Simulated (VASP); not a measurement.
Wanted: the native input for a VASP 6.6.1 run.

| Item | Value |
| --- | --- |
| Task | single point |
| Functional | PBEsol |
| Potentials or basis | VASP PAW PBE potentials, release 64 (Ga_d) |
| Cutoff | 400 eV |
| k mesh | 8 × 8 × 7 |
| Occupations | fermi-dirac, width 0.05 eV |
| Spin | no spin polarisation |
| Dipole correction | no |
| Further INCAR settings | ALGO = Normal; EDIFF = 1e-06; NBANDS = 20 |

The structure of Ga lies in POSCAR:

```
Ga
1.0
    1.4500000000     -4.0650000000      0.0000000000
    1.4500000000      4.0650000000      0.0000000000
    0.0000000000      0.0000000000      3.1700000000
Ga
2
Direct
    0.8626346863      0.1373653137      0.7500000000
    0.1373653137      0.8626346863      0.7500000000
```

One way to write it, as run:

INCAR

```
SYSTEM = Ga
PREC = Accurate
ENCUT = 400
EDIFF = 1E-6
ISMEAR = -1
SIGMA = 0.05
LREAL = .False.
LASPH = .True.
NELM = 120
ALGO = Normal
ISIF = 2
LWAVE = .False.
LCHARG = .True.
GGA = PS
LELF = .True.
LVHAR = .True.
NBANDS = 20
GGA_COMPAT = .False.
```

KPOINTS

```
Automatic mesh
0
Gamma
  8 8 7
  0 0 0
```

Potentials or basis: VASP PAW PBE potentials, release 64 (Ga_d).

Run with:

```bash
$ cat potpaw_PBE.64/Ga_d/POTCAR > POTCAR
$ mpirun -np 1 vasp_std > vasp.out
```

It gave:

| Property | Result |
| --- | --- |
| Pressure | 11.5 GPa |
| Largest force | 0.005 eV/Å |
| Band gap on the k mesh | zero (band 13 reaches 10.36 eV, above the bottom of band 14 at 3.77 eV) |

Caveat: the PAW data sets were made with another functional, which shifts forces and pressure a little.

It took 19 s on 1 thread of Intel(R) Xeon(R) 6975P-C (Granite Rapids) (shared host), peak memory 0.16 GiB.
